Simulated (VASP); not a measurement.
Runs of VASP 6.6.1 on Zn2CdO3. The structure is that of space group P6/mmm (No. 191), or close to it. The cells are those of the table. 

```csv
task,potentials or basis,cell,k mesh,cutoff (eV),second run,gap on the mesh (eV),pressure (GPa)
single point,"VASP PAW PBE potentials, release 64 (Zn, Cd, O)","a = 5.354, b = 5.354, c = 3.099 Å, angles 90.0, 90.0, 120.0°, 6 atoms",6 × 6 × 6,520,-,none,-7.5
single point,"VASP PAW PBE potentials, release 64 (Zn, Cd_sv_GW, O)","a = 5.492, b = 5.492, c = 2.781 Å, angles 90.0, 90.0, 120.0°, 6 atoms",6 × 6 × 6,600,valence_matched,none,(a)
single point,"VASP PAW PBE potentials, release 64 (Zn, Cd, O)","a = 5.481, b = 5.481, c = 2.789 Å, angles 90.0, 90.0, 120.0°, 6 atoms",12 × 12 × 14,520,-,none,0.7
relaxation of cell and atoms,"VASP PAW PBE potentials, release 64 (Zn, Cd, O)","relaxed from a = 5.354, b = 5.354, c = 3.099 Å, angles 90.0, 90.0, 120.0°, 6 atoms",6 × 6 × 6,600,-,none,0.1
single point,"VASP PAW PBE potentials, release 64 (Zn, Cd, O)","a = 5.492, b = 5.492, c = 2.781 Å, angles 90.0, 90.0, 120.0°, 6 atoms",6 × 6 × 6,520,-,none,0.7
```

Alike in all rows: level PBE; no spin polarisation; smearing gaussian 0.1 eV.

Task: Fill in the values left out.

Result: (a) 0.2.

Caveats: some runs use coarse meshes.

A k mesh can miss the band edges, and the runs leave out spin-orbit coupling on Cd.

A gap of «none» marks levels without a gap at the run's occupations.

The runs don't all hold the same shells in valence.
